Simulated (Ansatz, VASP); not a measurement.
**Ta in VASP and in Ansatz**

INCAR

```
PREC = Accurate ; ENCUT = 600
EDIFF = 1E-6 ; ISMEAR = 0
SIGMA = 0.1 ; LREAL = False
LASPH = True ; NELM = 80
ALGO = Normal ; ISIF = 3
LWAVE = False ; LCHARG = False
GGA = PE ; IBRION = 2
NSW = 90 ; EDIFFG = -0.04
```

Contents of KPOINTS:

```
Automatic mesh
0
Gamma
  9 9 9
```

File POSCAR:

```
Ta
1.0
    2.3178175691      1.3381925975      0.9813930041
   -2.3178175691      1.3381925975      0.9813930041
    0.0000000000     -2.6763851949      0.9813930041
Ta
1
Direct
    0.5000000000      0.5000000000      0.5000000000
```

Input for Ansatz:

```yaml
crystal:
  lattice:
    - [2.3178175691, 1.3381925975, 0.9813930041]
    - [-2.3178175691, 1.3381925975, 0.9813930041]
    - [0.0, -2.6763851949, 0.9813930041]
  atoms:
    - { symbol: Ta, position: [0.5, 0.5, 0.5] }
basis:
  ecutwfc: 420
kpoints:
  mp_grid: { grid: [9, 9, 9] }
hamiltonian:
  xc: pbe
scf:
  occupations: { method: gaussian, width: 0.1 }
  lower_state_search: "off"
output:
  forces: true
  stress: true
  eigenvalues: true
relax:
  adjacent_minimum: "off"
  f_tol: 0.04
  max_steps: 70
  cell: { stress_tol: 0.4 }
```

Alike in both runs: task relaxation of cell and atoms; functional PBE; k mesh 9 × 9 × 9; occupations gaussian, width 0.1 eV; no spin polarisation.

```csv
,VASP,Ansatz
version,VASP 6.6.1,Ansatz 0.2.0
potentials or method,"VASP PAW PBE potentials, release 64 (Ta_pv), cutoff 600 eV","scalar-relativistic, plane waves, PAW"
valence electrons in the cell,11,13
```

Ansatz gave:

- gap on the k mesh at the Fermi level, each at its own relaxed structure (eV): none
- relaxed volume (Å³/atom): 18.33
- relaxed cell length with the largest relative difference (Å): 2.859

Q: Which values does VASP return?

A: gap on the k mesh at the Fermi level, each at its own relaxed structure (eV): none; relaxed volume (Å³/atom): 18.34; relaxed cell length with the largest relative difference (Å): 2.860.

A gap of «none» marks a metal or a gap that the smearing closes. VASP's potentials hold 11 valence electrons a cell and Ansatz's 13, so a difference there can come from the potentials and not from the codes.

Spin-orbit coupling is off throughout.
